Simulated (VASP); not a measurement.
# Mg2Sn (Fm-3m) in VASP: a series of runs, part 2 of 3

VASP 6.6.1. The steps go on from the part before.

### 3 Single point, r2SCAN (24.99 Å³/atom)

This run uses another cell than the first one, of 24.99 Å³/atom.

POSCAR reads:

```
Mg2Sn
1.0
    0.0000000000      3.3465420198      3.3465420198
    3.3465420198      0.0000000000      3.3465420198
    3.3465420198      3.3465420198      0.0000000000
Mg Sn
2 1
Direct
    0.2500000000      0.2500000000      0.2500000000
    0.7500000000      0.7500000000      0.7500000000
    0.0000000000      0.0000000000      0.0000000000
```

INCAR.step1 reads:

```
SYSTEM = Mg2Sn
PREC = Accurate
ENCUT = 660
ISMEAR = 0
SIGMA = 0.01
LREAL = .FALSE.
LASPH = .TRUE.
NELM = 120
NBANDS = 16
GGA = PE
ALGO = Normal
EDIFF = 1E-5
LWAVE = .TRUE.
LCHARG = .FALSE.
GGA_COMPAT = .FALSE.
```

INCAR.step2 reads:

```
SYSTEM = Mg2Sn
PREC = Accurate
ENCUT = 660
EDIFF = 1E-6
ISMEAR = 0
SIGMA = 0.01
LREAL = .FALSE.
LASPH = .TRUE.
NELM = 120
ALGO = Normal
ISIF = 2
LWAVE = .FALSE.
LCHARG = .FALSE.
METAGGA = R2SCAN
LMIXTAU = .TRUE.
NBANDS = 16
ISTART = 1
GGA_COMPAT = .FALSE.
```

KPOINTS reads:

```
regular mesh
0
G
  10 10 10
  0 0 0
```

Potentials or basis: VASP PAW PBE potentials, release 64 (Mg, Sn_d).

Launch:

```
$ cat potpaw_PBE.64/Mg/POTCAR potpaw_PBE.64/Sn_d/POTCAR > POTCAR
$ cp INCAR.step1 INCAR
$ mpirun -np 1 vasp_std > vasp.out
$ cp INCAR.step2 INCAR
$ mpirun -np 1 vasp_std > vasp.out
```

OUTCAR:

```text
SYSTEM = Mg2Sn
   PREC = Accurate
   ENCUT = 660
   EDIFF = 1E-6
   ISMEAR = 0
   LREAL = .FALSE.
   LASPH = .TRUE.
   NELM = 120
   ISIF = 2
   METAGGA = R2SCAN
   ISTART = 1

 ion  position               nearest neighbor table
   1  0.250  0.250  0.250-   3 2.90   3 2.90   3 2.90   3 2.90   2 3.35   2 3.35   2 3.35   2 3.35
                             2 3.35   2 3.35
   2  0.750  0.750  0.750-   3 2.90   3 2.90   3 2.90   3 2.90   1 3.35   1 3.35   1 3.35   1 3.35
                             1 3.35   1 3.35
   3  0.000  0.000  0.000-   2 2.90   2 2.90   2 2.90   1 2.90   2 2.90   1 2.90   1 2.90   1 2.90

[... 654 lines left out ...]
  --------------------------------------------------------------------------------------
  -------------------------------------------------------------------------------------
  Total        0.6096706      0.6096706      0.6096706      0.0000000      0.0000000      0.0000000
  in kB       13.0312768     13.0312768     13.0312768      0.0000000      0.0000000      0.0000000
  external PRESSURE =      13.0312768 kB  Pullay stress =       0.0000000 kB

 VOLUME and BASIS-vectors are now :
 -----------------------------------------------------------------------------
  energy-cutoff  :      660.00
  volume of cell :       74.96
      direct lattice vectors                 reciprocal lattice vectors
     0.000000000  3.346542020  3.346542020    -0.149407955  0.149407955  0.149407955
     3.346542020  0.000000000  3.346542020     0.149407955 -0.149407955  0.149407955
     3.346542020  3.346542020  0.000000000     0.149407955  0.149407955 -0.149407955

 POSITION                                       TOTAL-FORCE (eV/Angst)
 -----------------------------------------------------------------------------------
      1.67327      1.67327      1.67327        -0.000000     -0.000000     -0.000000
      5.01981      5.01981      5.01981         0.000000      0.000000      0.000000
      0.00000      0.00000      0.00000         0.000000      0.000000      0.000000
 -----------------------------------------------------------------------------------
    total drift:                               -0.000000      0.000000      0.000000

  FREE ENERGIE OF THE ION-ELECTRON SYSTEM (eV)
  ---------------------------------------------------
  free  energy   TOTEN  =       -33.8233919300 eV

  energy  without entropy=      -33.8233919300  energy(sigma->0) =      -33.82339193
```

OUTCAR.step1:

```text
SYSTEM = Mg2Sn
   PREC = Accurate
   ENCUT = 660
   ISMEAR = 0
   LREAL = .FALSE.
   LASPH = .TRUE.
[... 682 lines left out ...]
      1.67327      1.67327      1.67327        -0.000000     -0.000000     -0.000000
      5.01981      5.01981      5.01981         0.000000      0.000000      0.000000
      0.00000      0.00000      0.00000         0.000000      0.000000      0.000000
 -----------------------------------------------------------------------------------
    total drift:                               -0.000000      0.000000     -0.000000

  FREE ENERGIE OF THE ION-ELECTRON SYSTEM (eV)
  ---------------------------------------------------
  free  energy   TOTEN  =        -7.4053631221 eV

  energy  without entropy=       -7.4053631221  energy(sigma->0) =       -7.40536312
```

Wall time 3.8 min (1 thread of Intel Xeon Platinum 8259CL at 2.50GHz (Skylake/Cascade Lake), shared host); peak memory 0.3 GiB.

Results:

```yaml
Free_energy: -33.8234 eV
Pressure: 1.3 GPa
```

Caveat: the PAW data sets were made with another functional, which shifts forces and pressure a little; spin-orbit coupling is left out, which moves the levels of the heavy elements.

### 4 Single point, r2SCAN

This run uses another cell than the first one, of 25.76 Å³/atom.

POSCAR reads:

```
Mg2Sn
1.0
    0.0000000000      3.3806927665      3.3806927665
    3.3806927665      0.0000000000      3.3806927665
    3.3806927665      3.3806927665      0.0000000000
Mg Sn
2 1
Direct
    0.2500000000      0.2500000000      0.2500000000
    0.7500000000      0.7500000000      0.7500000000
    0.0000000000      0.0000000000      0.0000000000
```

INCAR.step1 reads:

```
ALGO = Normal
EDIFF = 1E-5
ENCUT = 660
GGA = PE
GGA_COMPAT = F
ISMEAR = 0
LASPH = T
LCHARG = F
LREAL = F
LWAVE = T
NBANDS = 16
NELM = 120
PREC = Accurate
SIGMA = 0.01
```

INCAR.step2 reads:

```
ALGO = Normal
EDIFF = 1E-6
ENCUT = 660
GGA_COMPAT = F
ISIF = 2
ISMEAR = 0
ISTART = 1
LASPH = T
LCHARG = F
LMIXTAU = T
LREAL = F
LWAVE = F
METAGGA = R2SCAN
NBANDS = 16
NELM = 120
PREC = Accurate
SIGMA = 0.01
```

KPOINTS reads:

```
k-points
0
Gamma
  10 10 10
```

Launch:

```
$ cat potpaw_PBE.64/Mg/POTCAR potpaw_PBE.64/Sn_d/POTCAR > POTCAR
$ cp INCAR.step1 INCAR
$ mpirun -np 1 vasp_std > vasp.out
$ cp INCAR.step2 INCAR
$ mpirun -np 1 vasp_std > vasp.out
```

It took 3.6 min on 1 thread of Intel Xeon Platinum 8259CL at 2.50GHz (Skylake/Cascade Lake), shared host; peak memory 0.31 GiB.

Results (log left out):

- Free energy: -33.8309 eV
- Pressure: -0.2 GPa

Levels at points of the mesh, in eV from the Fermi level:
```
           k point  band 5  band 6  band 7  band 8  band 9  band 10  band 11  band 12  band 13  band 14
(0.00, 0.00, 0.00)  -21.54   -9.62   -0.13   -0.13   -0.13     1.87     2.27     2.27     2.27     4.78
(0.50, 0.00, 0.00)  -21.54   -8.28   -5.09   -1.01   -1.01     0.99     2.35     2.35     4.40     7.38
(0.50, 0.50, 0.00)  -21.54   -7.74   -4.85   -2.34   -2.34     0.04     0.29     7.76     7.76     7.82
```

Caveat: the PAW data sets were made with another functional, which shifts forces and pressure a little; spin-orbit coupling is left out, which moves the levels of the heavy elements.

### 5 Single point, r2SCAN

This run uses another cell than the first one, of 25.76 Å³/atom.

POSCAR is that of step 4.

INCAR.step1 reads:

```
SYSTEM = Mg2Sn
ALGO = Normal ; EDIFF = 1E-5
ENCUT = 660 ; GGA = PE
GGA_COMPAT = .FALSE. ; ISMEAR = 0
LASPH = .TRUE. ; LCHARG = .FALSE.
LREAL = .FALSE. ; LWAVE = .TRUE.
NBANDS = 16 ; NELM = 120
PREC = Accurate ; SIGMA = 0.01
```

INCAR.step2 reads:

```
SYSTEM = Mg2Sn
ALGO = Normal ; EDIFF = 1E-6
ENCUT = 660 ; GGA_COMPAT = .FALSE.
ISIF = 2 ; ISMEAR = 0
ISTART = 1 ; LASPH = .TRUE.
LCHARG = .FALSE. ; LMIXTAU = .TRUE.
LREAL = .FALSE. ; LWAVE = .FALSE.
METAGGA = R2SCAN ; NBANDS = 16
NELM = 120 ; PREC = Accurate
SIGMA = 0.01
```

KPOINTS reads:

```
k-points
0
G
  10 10 10
  0 0 0
```

Potentials or basis: VASP PAW PBE potentials, release 64 (Mg, Sn_d).

Launch:

```
$ cat potpaw_PBE.64/Mg/POTCAR potpaw_PBE.64/Sn_d/POTCAR > POTCAR
$ cp INCAR.step1 INCAR
$ mpirun -np 1 vasp_std > vasp.out
$ cp INCAR.step2 INCAR
$ mpirun -np 1 vasp_std > vasp.out
```

OUTCAR:

```text
SYSTEM = Mg2Sn
   EDIFF = 1E-6
   ENCUT = 660
   ISIF = 2
   ISMEAR = 0
   ISTART = 1
   LASPH = .TRUE.
   LREAL = .FALSE.
   METAGGA = R2SCAN
   NELM = 120
   PREC = Accurate

 ion  position               nearest neighbor table
   1  0.250  0.250  0.250-   3 2.93   3 2.93   3 2.93   3 2.93   2 3.38   2 3.38   2 3.38   2 3.38
                             2 3.38   2 3.38
   2  0.750  0.750  0.750-   3 2.93   3 2.93   3 2.93   3 2.93   1 3.38   1 3.38   1 3.38   1 3.38
                             1 3.38   1 3.38
   3  0.000  0.000  0.000-   2 2.93   2 2.93   2 2.93   1 2.93   1 2.93   1 2.93   2 2.93   1 2.93

  LATTYP: Found a face centered cubic cell.
 ALAT       =     6.7613855330

  Lattice vectors:

 A1 = (   0.0000000000,   3.3806927665,   3.3806927665)
 A2 = (   3.3806927665,   0.0000000000,   3.3806927665)
 A3 = (   3.3806927665,   3.3806927665,   0.0000000000)

Analysis of symmetry for initial positions (statically):
=====================================================================
 Subroutine PRICEL returns:
 Original cell was already a primitive cell.

[... 172 lines left out ...]

 val. band max:        4.1867075817   @ k =   0.0000   0.0000   0.0000
 cond. band min:       4.3610931735   @ k =   0.5000   0.5000   0.0000
 fundamental gap:      0.1743855919
 Fermi energy:         4.3166641680

 k-point     1 :       0.0000    0.0000    0.0000
  band No.  band energies     occupation
      1     -17.2707      2.00000
      2     -17.2707      2.00000
      3     -17.2707      2.00000
      4     -17.2235      2.00000
      5     -17.2235      2.00000
      6      -5.3015      2.00000
[... 433 lines left out ...]
      3     -17.2644      2.00000
      4     -17.2253      2.00000
      5     -17.2206      2.00000
      6      -4.0012      2.00000
[... 8 lines left out ...]
     15      12.1601      0.00000
     16      12.7565      0.00000

 [... further k-points ...]

------------------------ aborting loop because EDIFF is reached ----------------------------------------

  FORCE on cell =-STRESS in cart. coord.  units (eV):
  Direction    XX          YY          ZZ          XY          YZ          ZX
  --------------------------------------------------------------------------------------
  -------------------------------------------------------------------------------------
  Total       -0.0868626     -0.0868626     -0.0868626      0.0000000      0.0000000      0.0000000
  in kB       -1.8009271     -1.8009271     -1.8009271      0.0000000      0.0000000      0.0000000
  external PRESSURE =      -1.8009271 kB  Pullay stress =       0.0000000 kB

 VOLUME and BASIS-vectors are now :
 -----------------------------------------------------------------------------
  energy-cutoff  :      660.00
  volume of cell :       77.28
      direct lattice vectors                 reciprocal lattice vectors
     0.000000000  3.380692767  3.380692767    -0.147898681  0.147898681  0.147898681
     3.380692767  0.000000000  3.380692767     0.147898681 -0.147898681  0.147898681
     3.380692767  3.380692767  0.000000000     0.147898681  0.147898681 -0.147898681

 POSITION                                       TOTAL-FORCE (eV/Angst)
 -----------------------------------------------------------------------------------
      1.69035      1.69035      1.69035         0.000000      0.000000     -0.000000
      5.07104      5.07104      5.07104        -0.000000     -0.000000      0.000000
      0.00000      0.00000      0.00000         0.000000      0.000000     -0.000000
 -----------------------------------------------------------------------------------
    total drift:                               -0.000000      0.000000      0.000000

  FREE ENERGIE OF THE ION-ELECTRON SYSTEM (eV)
  ---------------------------------------------------
  free  energy   TOTEN  =       -33.8308863004 eV

  energy  without entropy=      -33.8308863004  energy(sigma->0) =      -33.83088630
```

OSZICAR.step1:

```text
N       E                     dE             d eps       ncg     rms          rms(c)
DAV:   1     0.100994673377E+03    0.10099E+03   -0.94137E+03  1504   0.138E+03
DAV:   2     0.463080045169E+00   -0.10053E+03   -0.97288E+02  1600   0.330E+02
DAV:   3    -0.751196373642E+01   -0.79750E+01   -0.79458E+01  1968   0.782E+01
DAV:   4    -0.771415130154E+01   -0.20219E+00   -0.20216E+00  1816   0.132E+01
DAV:   5    -0.772184690210E+01   -0.76956E-02   -0.76955E-02  2208   0.226E+00    0.323E+00
DAV:   6    -0.748931226653E+01    0.23253E+00   -0.20780E-01  1880   0.183E+00    0.180E+00
DAV:   7    -0.742689882052E+01    0.62413E-01   -0.19208E-01  1864   0.258E+00    0.462E-01
DAV:   8    -0.742845771029E+01   -0.15589E-02   -0.16514E-02  1936   0.143E+00    0.192E-01
DAV:   9    -0.742866131918E+01   -0.20361E-03   -0.13052E-03  1912   0.437E-01    0.448E-02
DAV:  10    -0.742865927515E+01    0.20440E-05   -0.12467E-04  1776   0.759E-02    0.174E-02
DAV:  11    -0.742867047687E+01   -0.11202E-04   -0.38779E-05  1656   0.474E-02    0.585E-03
DAV:  12    -0.742867195344E+01   -0.14766E-05   -0.48262E-06   976   0.257E-02
   1 F= -.74286720E+01 E0= -.74286717E+01  d E =-.463278E-06
```

It took 3.9 min on 1 thread of Intel Xeon Platinum 8259CL at 2.50GHz (Skylake/Cascade Lake), shared host; peak memory 0.31 GiB.

Results:

- Free energy: -33.8309 eV
- Pressure: -0.2 GPa

Caveat: the PAW data sets were made with another functional, which shifts forces and pressure a little; spin-orbit coupling is left out, which moves the levels of the heavy elements.

(Part 2 of 3 ends here.)
